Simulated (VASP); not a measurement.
BiTe:

```
Bi Te
1.0
     0.00000    3.23500    3.23500
     3.23500    0.00000    3.23500
     3.23500    3.23500    0.00000
Bi Te
1 1
Direct
  0.00000 0.00000 0.00000
  0.50000 0.50000 0.50000
```

```yaml
Program: VASP 6.6.1
Task: relaxation of cell and atoms
Functional: HSE06
Potentials_or_basis: VASP PAW PBE potentials, release 64 (Bi_d, Te)
Cutoff: 600 eV
k_mesh: 4 × 4 × 4
Occupations: fermi-dirac, width 0.05 eV
Spin: no spin polarisation
```

At the start: pressure -1.4 GPa; volume 33.86 Å³/atom.

**Question.** Where does the relaxation end?

**Answer.** Over 10 steps the energy falls by 4.4 meV/atom and the volume is 32.90 Å³/atom (-2.8 %); space group Fm-3m (No. 225, to 0.1 Å) before and after.

The path:
| step | energy change (eV) | largest force (eV/Å) | pressure (GPa) | volume (Å³) |
| --- | --- | --- | --- | --- |
| 1 | 0.0000 | 0.0000 | -1.43 | 67.71 |
| 2 | -0.0063 | 0.0000 | 0.79 | 64.78 |
| 3 | -0.0089 | 0.0000 | 0.21 | 65.79 |
| 4 | -0.0087 | 0.0000 | -0.10 | 66.03 |
| 5 | -0.0088 | 0.0000 | -0.21 | 65.95 |
| 6 | -0.0088 | 0.0000 | -0.16 | 65.87 |
| 7 | -0.0089 | 0.0000 | -0.09 | 65.83 |
| 8 | -0.0089 | 0.0000 | -0.08 | 65.82 |
| 9 | -0.0089 | 0.0000 | -0.07 | 65.79 |
| 10 | -0.0089 | 0.0000 | -0.04 | 65.79 |

Final structure:
```yaml
crystal:
  lattice:
    - [0.00000, 3.20414, 3.20414]
    - [3.20414, 0.00000, 3.20414]
    - [3.20414, 3.20414, 0.00000]
  atoms:
    - { symbol: Bi, position: [0.00000, 0.00000, 0.00000] }
    - { symbol: Te, position: [0.50000, 0.50000, 0.50000] }
```

Caveat: the k points lie up to 0.42 Å⁻¹ apart in the final cell, too coarse for converged energies and pressures of a metal; the PAW data sets were made with another functional, which shifts forces and pressure a little; an odd number of electrons without spin polarisation forces a metal; a magnetic or distorted state may lie lower.
